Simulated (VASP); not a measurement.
Crystal: TiB.

```
Ti B
1.0
     0.00000    2.21220    2.21220
     2.21220    0.00000    2.21220
     2.21220    2.21220    0.00000
Ti B
1 1
Direct
  0.00000 0.00000 0.00000
  0.50000 0.50000 0.50000
```

* Program: VASP 6.6.1
* Task: relaxation of cell and atoms
* Functional: r2SCAN
* Potentials or basis: VASP PAW PBE potentials, release 64 (Ti_sv, B)
* Cutoff: 600 eV
* k mesh: 8 × 8 × 8
* Occupations: gaussian, width 0.1 eV
* Spin: no spin polarisation

At the start: pressure 15.0 GPa; volume 10.83 Å³/atom.

Problem. How do energy, volume and symmetry change on relaxing?

Solution. Over 3 steps the energy falls by 35.9 meV/atom and the volume is 11.65 Å³/atom (+7.6 %); space group Fm-3m (No. 225, to 0.1 Å) before and after.

The path:
```
step  energy change (eV)  largest force (eV/Å)  pressure (GPa)  volume (Å³)
   1              0.0000                0.0000           14.97        21.65
   2             -0.0101                0.0000          -10.99        24.98
   3             -0.0718                0.0000           -0.12        23.30
```

Final structure:
```
Ti B
1.0
     0.00000    2.26692    2.26692
     2.26692    0.00000    2.26692
     2.26692    2.26692    0.00000
Ti B
1 1
Direct
  0.00000 0.00000 0.00000
  0.50000 0.50000 0.50000
```

Caveat: the PAW data sets were made with another functional, which shifts forces and pressure a little; an odd number of electrons without spin polarisation forces a metal; a magnetic or distorted state may lie lower.
